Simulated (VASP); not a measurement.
# AgCl (I4/mmm) in VASP: single point with LDA

Aim: the single point of AgCl with LDA.

Program: VASP 6.6.1. These are calculated values, not measurements. Logs are shortened: lines on timing, memory, paths and dates and some standing lists are left out, and cuts for length are marked.

## Step 1: The cell of the first run

Symmetry: I4/mmm, No. 139, tetragonal system. Conventional cell: a = 3.938 Å, b = 3.938 Å, c = 5.355 Å, α = 90.00°, β = 90.00°, γ = 90.00°. Within 3.5 Å of Ag (site symmetry 4/mmm) lie 6 Cl at 2.68 to 2.78 Å. Cl (site symmetry 4/mmm) has 6 Ag at 2.68 to 2.78 Å within 3.5 Å.

## Step 2: Single point, LDA

File INCAR:

```
SYSTEM = AgCl
  PREC = Accurate
  ENCUT = 520
  EDIFF = 1E-7
  ISMEAR = 0
  SIGMA = 0.05
  LREAL = .False.
  LASPH = .True.
  NELM = 80
  ALGO = Normal
  ISIF = 2
  LWAVE = .False.
  LCHARG = .False.
  GGA = CA
  NBANDS = 16
```

File KPOINTS:

```
Automatic mesh
0
Gamma
  10 10 10
  0 0 0
```

File POSCAR:

```
AgCl
1.0
    0.0000000000      2.7844039080      2.6773114500
    2.7844039080      0.0000000000      2.6773114500
    2.7844039080      2.7844039080      0.0000000000
Ag Cl
1 1
Direct
    0.5000000000      0.5000000000      0.5000000000
    0.0000000000      0.0000000000      0.0000000000
```

Potentials or basis: VASP PAW LDA potentials, release 64 (Ag, Cl).

Run with:

```sh
> cat potpaw_LDA.64/Ag/POTCAR potpaw_LDA.64/Cl/POTCAR > POTCAR
> mpirun -np 1 vasp_std > vasp.out
```

OUTCAR:

```text
SYSTEM = AgCl
   PREC = Accurate
   ENCUT = 520
   EDIFF = 1E-7
   ISMEAR = 0
   LREAL = .False.
   LASPH = .True.
   NELM = 80
   ISIF = 2
   GGA = CA

 ion  position               nearest neighbor table
   1  0.500  0.500  0.500-   2 2.68   2 2.68   2 2.78   2 2.78   2 2.78   2 2.78
   2  0.000  0.000  0.000-   1 2.68   1 2.68   1 2.78   1 2.78   1 2.78   1 2.78

  LATTYP: Found a body centered tetragonal cell.
 ALAT       =     3.9377417698
 C/A-ratio  =     1.3598207331

  Lattice vectors:

 A1 = (   0.0000000000,  -2.7844039080,  -2.6773114500)
 A2 = (   0.0000000000,   2.7844039080,  -2.6773114500)
 A3 = (   2.7844039080,   0.0000000000,   2.6773114500)

Analysis of symmetry for initial positions (statically):
=====================================================================
 Subroutine PRICEL returns:
 Original cell was already a primitive cell.

 Routine SETGRP: Setting up the symmetry group for a
 body centered tetragonal supercell.

 Subroutine GETGRP returns: Found 16 space group operations
 (whereof 16 operations were pure point group operations)
 out of a pool of 16 trial point group operations.

The static configuration has the point symmetry D_4h.

Analysis of symmetry for dynamics (positions and initial velocities):
=====================================================================
 Subroutine PRICEL returns:
 Original cell was already a primitive cell.

 Routine SETGRP: Setting up the symmetry group for a
 body centered tetragonal supercell.

 Subroutine GETGRP returns: Found 16 space group operations
 (whereof 16 operations were pure point group operations)
 out of a pool of 16 trial point group operations.

The dynamic configuration has the point symmetry D_4h.

 Subroutine INISYM returns: Found 16 space group operations
 (whereof 16 operations are pure point group operations),
 and found     1 'primitive' translations

----------------------------------------------------------------------------------------

                                     Primitive cell

  volume of cell :      41.5139

  direct lattice vectors                    reciprocal lattice vectors
     0.000000000  2.784403908  2.677311450    -0.179571649  0.179571649  0.186754514
     2.784403908  0.000000000  2.677311450     0.179571649 -0.179571649  0.186754514
     2.784403908  2.784403908  0.000000000     0.179571649  0.179571649 -0.186754514

  length of vectors
     3.862758305  3.862758305  3.937741770     0.315228810  0.315228810  0.315228810

  position of ions in fractional coordinates (direct lattice)
     0.500000000  0.500000000  0.500000000
     0.000000000  0.000000000  0.000000000

  ion indices of the primitive-cell ions
   primitive index   ion index
                 1           1
                 2           2

----------------------------------------------------------------------------------------

 KPOINTS: Automatic mesh

Automatic generation of k-mesh.
 Grid dimensions read from file:
 generate k-points for:   10   10   10

 Generating k-lattice:

  Cartesian coordinates                     Fractional coordinates (reciprocal lattice)
    -0.017957165  0.017957165  0.018675451     0.100000000  0.000000000  0.000000000
     0.017957165 -0.017957165  0.018675451     0.000000000  0.100000000  0.000000000
     0.017957165  0.017957165 -0.018675451     0.000000000  0.000000000  0.100000000

  Length of vectors
     0.031522881  0.031522881  0.031522881

  Shift w.r.t. Gamma in fractional coordinates (k-lattice)
     0.000000000  0.000000000  0.000000000

 Subroutine IBZKPT returns following result:
 ===========================================

 Found    102 irreducible k-points:

 Following reciprocal coordinates:
            Coordinates               Weight
  0.000000  0.000000  0.000000      1.000000
  0.100000 -0.000000  0.000000      8.000000
  0.200000 -0.000000  0.000000      8.000000
  0.300000  0.000000  0.000000      8.000000
  0.400000  0.000000  0.000000      8.000000
  0.500000  0.000000  0.000000      4.000000
[... 16 lines left out ...]
  0.300000  0.300000  0.000000      2.000000
  0.400000  0.300000  0.000000      8.000000
 [... further k-points ...]
   k-points           NKPTS =    102   k-points in BZ     NKDIM =    102   number of bands    NBANDS=     16
   number of dos      NEDOS =    301   number of ions     NIONS =      2
   total plane-waves  NPLWV =  27000
   dimension x,y,z NGX =    30 NGY =   30 NGZ =   30
   dimension x,y,z NGXF=    60 NGYF=   60 NGZF=   60
   ions per type =               1   1
   NGX,Y,Z   is equivalent  to a cutoff of  12.91, 12.91, 12.67 a.u.
   NGXF,Y,Z  is equivalent  to a cutoff of  25.82, 25.82, 25.33 a.u.
 SYSTEM =  AgCl
   PREC   = accura    normal or accurate (medium, high low for compatibility)
   ISTART =      0    job   : 0-new  1-cont  2-samecut
   ICHARG =      2    charge: 1-file 2-atom 10-const
   ISPIN  =      1    spin polarized calculation?
   LNONCOLLINEAR =      F non collinear calculations
   LSORBIT =      F    spin-orbit coupling
   LASPH  =      T    aspherical Exc in radial PAW
   ENCUT  =  520.0 eV  38.22 Ry    6.18 a.u.   7.18  7.18  7.32*2*pi/ulx,y,z
   NELM   =     80;   NELMIN=  2; NELMDL= -5     # of ELM steps
   EDIFF  = 0.1E-06   stopping-criterion for ELM
   LREAL  =      F    real-space projection
   EDIFFG = 0.1E-05   stopping-criterion for IOM
   NSW    =      0    number of steps for IOM
   IBRION =     -1    ionic relax: 0-MD 1-quasi-New 2-CG
   NFREE  =      0    steps in history (QN), initial steepest desc. (CG)
   ISIF   =      2    stress and relaxation
   ISYM   =      2    0-nonsym 1-usesym 2-fastsym
   POTIM  = 0.5000    time-step for ionic-motion
   TEBEG  =    0.0;   TEEND  =   0.0 temperature during run
   PSTRESS=    0.0 pullay stress
   NELECT =      18.0000    total number of electrons
   NUPDOWN=      -1.0000    fix difference up-down
   EMIN   =  10.00;   EMAX   =-10.00  energy-range for DOS
   EFERMI =   0.00;   METHOD = LEGACY
   ISMEAR =     0;   SIGMA  =   0.05  broadening in eV -4-tet -1-fermi 0-gaus
   EFERMI_NEDOS =   21; number of points for ismear=-14 and -15
   IALGO  =     38    algorithm
   IMIX   =      4    mixing-type and parameters
     AMIX     =   0.40;   BMIX     =  1.00
     AMIX_MAG =   1.60;   BMIX_MAG =  1.00
  volume/ion in A,a.u.               =      20.76       140.07
  Fermi-wavevector in a.u.,A,eV,Ry     =   1.239085  2.341532 20.889466  1.535332
  Thomas-Fermi vector in A             =   2.373583
   LORBIT       =      0    0 simple, 1 ext, 2 COOP (PROOUT), +10 PAW based schemes
   GGA     = CA    functional components
   LHFCALC =     F    Hartree Fock is set to
   AEXX    =    0.0000 exact exchange contribution
   IVDW    =     0    specifies the selected vdW correction
   LEPSILON=     F    determine dielectric tensor
   LRPA    =     F    only Hartree local field effects (RPA)
 non-spin polarized calculation
 Gauss-broadening in eV      SIGMA  =   0.05
  energy-cutoff  :      520.00
  volume of cell :       41.51
 maximum number of plane-waves:      1138
 NGX is ok and might be reduce to    30
   NGX = 15   NGY = 15   NGZ = 15

 number of electron      18.0000008 magnetization

 Free energy of the ion-electron system (eV)
  ---------------------------------------------------
  ext. energy  EPLUGINS =         0.00000000
  ---------------------------------------------------
  free energy    TOTEN  =        -6.74553124 eV

  energy without entropy =       -6.74553124  energy(sigma->0) =       -6.74553124

 E-fermi :   4.3203     XC(G=0): -10.5744

 val. band max:        4.0511833751   @ k =   0.5000   0.0000   0.0000
 cond. band min:       4.5835847203   @ k =   0.0000   0.0000   0.0000
 fundamental gap:      0.5324013452
 Fermi energy:         4.3203477203

 k-point     1 :       0.0000    0.0000    0.0000
  band No.  band energies     occupation
      1     -11.3099      2.00000
      2       1.2529      2.00000
      3       1.2529      2.00000
      4       1.3169      2.00000
      5       1.3367      2.00000
      6       1.3603      2.00000
[... 8 lines left out ...]
     15      16.7805      0.00000
     16      16.7805      0.00000

 k-point     2 :       0.1000   -0.0000    0.0000
  band No.  band energies     occupation
      1     -11.2659      2.00000
      2       0.7087      2.00000
      3       0.8199      2.00000
      4       0.8247      2.00000
      5       1.3046      2.00000
      6       1.3581      2.00000
[... 8 lines left out ...]
     15      16.0460      0.00000
     16      16.5902      0.00000

 k-point     3 :       0.2000   -0.0000    0.0000
  band No.  band energies     occupation
      1     -11.1468      2.00000
      2      -0.1053      2.00000
      3       0.2242      2.00000
      4       0.3143      2.00000
      5       1.4104      2.00000
      6       1.4452      2.00000
[... 8 lines left out ...]
     15      15.8704      0.00000
     16      16.4677      0.00000

 k-point     4 :       0.3000    0.0000    0.0000
  band No.  band energies     occupation
      1     -10.9916      2.00000
      2      -0.9083      2.00000
      3      -0.1874      2.00000
      4      -0.0759      2.00000
      5       1.5471      2.00000
      6       1.5578      2.00000
[... 8 lines left out ...]
     15      16.4845      0.00000
     16      16.6049      0.00000

 k-point     5 :       0.4000    0.0000    0.0000
  band No.  band energies     occupation
      1     -10.8585      2.00000
      2      -1.4613      2.00000
      3      -0.4406      2.00000
      4      -0.3195      2.00000
      5       1.6513      2.00000
      6       1.6626      2.00000
[... 8 lines left out ...]
     15      17.1511      0.00000
     16      17.2822      0.00000

 k-point     6 :       0.5000    0.0000    0.0000
  band No.  band energies     occupation
      1     -10.8058      2.00000
      2      -1.6581      2.00000
      3      -0.5263      2.00000
      4      -0.4021      2.00000
      5       1.6875      2.00000
      6       1.7080      2.00000
[... 8 lines left out ...]
     15      17.4351      0.00000
     16      17.7383      0.00000

 k-point     7 :       0.1000    0.1000    0.0000
  band No.  band energies     occupation
      1     -11.2454      2.00000
      2       0.1988      2.00000
      3       0.9662      2.00000
      4       0.9662      2.00000
      5       1.3212      2.00000
      6       1.3596      2.00000
[... 8 lines left out ...]
     15      17.3510      0.00000
     16      17.5086      0.00000

 k-point     8 :       0.2000    0.1000    0.0000
  band No.  band energies     occupation
      1     -11.1491      2.00000
      2      -0.3679      2.00000
      3       0.5430      2.00000
      4       0.5903      2.00000
      5       1.3412      2.00000
      6       1.4377      2.00000
[... 8 lines left out ...]
     15      16.9977      0.00000
     16      17.4905      0.00000

 k-point     9 :       0.3000    0.1000    0.0000
  band No.  band energies     occupation
      1     -11.0081      2.00000
      2      -0.9059      2.00000
      3      -0.0085      2.00000
      4       0.1567      2.00000
      5       1.4329      2.00000
      6       1.5735      2.00000
[... 8 lines left out ...]
     15      17.2011      0.00000
     16      17.4065      0.00000
[... 172 lines left out ...]
 k-point    19 :       0.5000    0.2000    0.0000
  band No.  band energies     occupation
      1     -10.7924      2.00000
      2      -1.2530      2.00000
      3      -0.4195      2.00000
      4      -0.1728      2.00000
      5       1.5205      2.00000
      6       1.7371      2.00000
[... 8 lines left out ...]
     15      18.0911      0.00000
     16      19.1096      0.00000

 k-point    20 :      -0.4000    0.2000    0.0000
  band No.  band energies     occupation
      1     -10.7900      2.00000
      2      -1.2134      2.00000
      3      -0.4176      2.00000
      4      -0.3032      2.00000
      5       1.6290      2.00000
      6       1.6803      2.00000
[... 8 lines left out ...]
     15      17.0123      0.00000
     16      19.0534      0.00000

 k-point    21 :      -0.3000    0.2000    0.0000
  band No.  band energies     occupation
      1     -10.8596      2.00000
      2      -1.0724      2.00000
      3      -0.3014      2.00000
      4      -0.1477      2.00000
      5       1.5734      2.00000
      6       1.6627      2.00000
[... 8 lines left out ...]
     15      17.8535      0.00000
     16      19.1972      0.00000

 k-point    22 :      -0.2000    0.2000    0.0000
  band No.  band energies     occupation
      1     -10.9712      2.00000
      2      -0.8056      2.00000
      3      -0.1794      2.00000
      4       0.1879      2.00000
      5       1.4678      2.00000
      6       1.6457      2.00000
[... 8 lines left out ...]
     15      17.8863      0.00000
     16      19.0377      0.00000

 k-point    23 :       0.3000    0.3000    0.0000
  band No.  band energies     occupation
      1     -10.9143      2.00000
      2      -1.1012      2.00000
      3       0.5832      2.00000
      4       0.5832      2.00000
      5       1.0945      2.00000
      6       1.4951      2.00000
[... 8 lines left out ...]
     15      18.3721      0.00000
     16      20.4012      0.00000

 k-point    24 :       0.4000    0.3000    0.0000
  band No.  band energies     occupation
      1     -10.8383      2.00000
      2      -1.0744      2.00000
      3       0.3004      2.00000
      4       0.4009      2.00000
      5       1.1765      2.00000
      6       1.6569      2.00000
[... 8 lines left out ...]
     15      18.7985      0.00000
     16      19.8919      0.00000

 [... further k-points ...]
[... 5 lines left out ...]
  --------------------------------------------------------------------------------------
  -------------------------------------------------------------------------------------
  Total       -1.1602276     -1.1602276     -1.0140045      0.0000000      0.0000000     -0.0000000
  in kB      -44.7775601    -44.7775601    -39.1342587      0.0000000      0.0000000     -0.0000000
  external PRESSURE =     -42.8964596 kB  Pullay stress =       0.0000000 kB

 VOLUME and BASIS-vectors are now :
 -----------------------------------------------------------------------------
  energy-cutoff  :      520.00
  volume of cell :       41.51
      direct lattice vectors                 reciprocal lattice vectors
     0.000000000  2.784403908  2.677311450    -0.179571649  0.179571649  0.186754514
     2.784403908  0.000000000  2.677311450     0.179571649 -0.179571649  0.186754514
     2.784403908  2.784403908  0.000000000     0.179571649  0.179571649 -0.186754514

 POSITION                                       TOTAL-FORCE (eV/Angst)
 -----------------------------------------------------------------------------------
      2.78440      2.78440      2.67731         0.000000     -0.000000      0.000000
      0.00000      0.00000      0.00000        -0.000000      0.000000     -0.000000
 -----------------------------------------------------------------------------------
    total drift:                                0.000000      0.000000      0.000000

  FREE ENERGIE OF THE ION-ELECTRON SYSTEM (eV)
  ---------------------------------------------------
  free  energy   TOTEN  =        -6.7455312428 eV

  energy  without entropy=       -6.7455312428  energy(sigma->0) =       -6.74553124
```

Run time: 56 s. Hardware: 1 thread of Intel Xeon 6975P-C, shared host; peak memory 0.19 GiB.

What came out:

```
Free energy            : -6.7455 eV
Pressure               : -4.3 GPa
Band gap on the k mesh : 0.53 eV, indirect (least direct gap 3.00 eV)
```

Stress tensor (GPa, compression positive):
```
-4.48  0.00  0.00
 0.00 -4.48  0.00
 0.00  0.00 -3.91
```

Levels at points of the mesh, in eV from the valence-band top:
| k point | band 7 | band 8 | band 9 | band 10 | band 11 | band 12 |
| --- | --- | --- | --- | --- | --- | --- |
| (0.00, 0.00, 0.00) | -2.64 | -2.49 | -2.49 | 0.53 | 10.59 | 10.59 |
| (0.50, 0.00, 0.00) | -2.01 | -0.24 | 0.00 | 3.77 | 6.39 | 7.08 |
| (0.50, 0.50, 0.00) | -2.23 | -2.23 | -2.11 | 1.94 | 7.53 | 8.60 |
| (0.50, 0.00, 0.50) | -2.23 | -2.21 | -2.12 | 1.98 | 7.79 | 8.23 |

A k mesh can miss the band edges.
